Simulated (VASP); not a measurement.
H3CNO, 30 atoms in the cell. The cell holds an amorphous packing of atoms, 30 atoms: a = 8.575 Å, b = 8.575 Å, c = 8.575 Å, α = 90.00°, β = 90.00°, γ = 90.00°. 

- Program: VASP 6.6.1
- Task: single point
- Functional: LDA
- Potentials or basis: VASP PAW LDA potentials, release 64 (N, H, O, C)
- Cutoff: 520 eV
- k mesh: 1 × 1 × 1
- Occupations: fermi-dirac, width 0.05 eV
- Spin: no spin polarisation
- Dipole correction: no
- Further INCAR settings: LREAL = Auto; ALGO = Normal; EDIFF = 1e-06; NBANDS = 66

Potentials or basis: VASP PAW LDA potentials, release 64 (N, H, O, C).

Run with:

```bash
$ cat potpaw_LDA.64/N/POTCAR potpaw_LDA.64/H/POTCAR potpaw_LDA.64/O/POTCAR potpaw_LDA.64/C/POTCAR > POTCAR
$ mpirun -np 1 vasp_gam > vasp.out
```

Hardware: 1 thread of AMD EPYC 7R43 64-Core Processor (Zen 3), with other jobs on the host.

Estimate the wall time of this run.

It took 66 s on 1 thread of AMD EPYC 7R43 64-Core Processor (Zen 3), on a shared host, peak memory 0.35 GiB. Counts: scf iterations 19, k points 1.
